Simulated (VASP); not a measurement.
Input of a VASP 6.6.1 run:

Contents of INCAR:

```
SYSTEM = Sc
PREC = Accurate ; ENCUT = 520
EDIFF = 1E-7 ; ISMEAR = -1
SIGMA = 0.05 ; LREAL = .False.
LASPH = .True. ; NELM = 60
ALGO = Normal ; ISIF = 2
LWAVE = .False. ; LCHARG = .False.
NBANDS = 18
```

File KPOINTS:

```
regular mesh
0
Gamma
  8 8 8
  0 0 0
```

The input POSCAR:

```
Sc
1.0
    0.0000000000      3.1385914680      3.1385914680
    3.1385914680      0.0000000000      3.1385914680
    3.1385914680      3.1385914680      0.0000000000
Sc
2
Direct
   -0.2150000000     -0.0950000000     -0.0950000000
    0.2150000000      0.0950000000      0.0950000000
```

Potentials or basis: VASP PAW LDA potentials, release 64 (Sc_sv).

The run is started by

```console
$ cat potpaw_LDA.64/Sc_sv/POTCAR > POTCAR
$ mpirun -np 1 vasp_std > vasp.out
```

**Question.** What does it give for the largest force?

**Answer.** 2.520 eV/Å.

**Question.** What does it give for the band gap on the k mesh?

**Answer.** Zero (band 11 reaches 1.98 eV, above the bottom of band 12 at 1.46 eV).

**Question.** Predict the pressure.

**Answer.** -0.5 GPa.

Forces in eV/Å, atoms in the order of the input:
```
Sc  -1.455  1.455  1.455
Sc   1.455 -1.455 -1.455
```

Caveat: the cell differs from its parent crystal (shortest bond scaled by 0.76); forces of over 1 eV/Å act on the atoms, so gaps and moduli don't describe the material at rest.
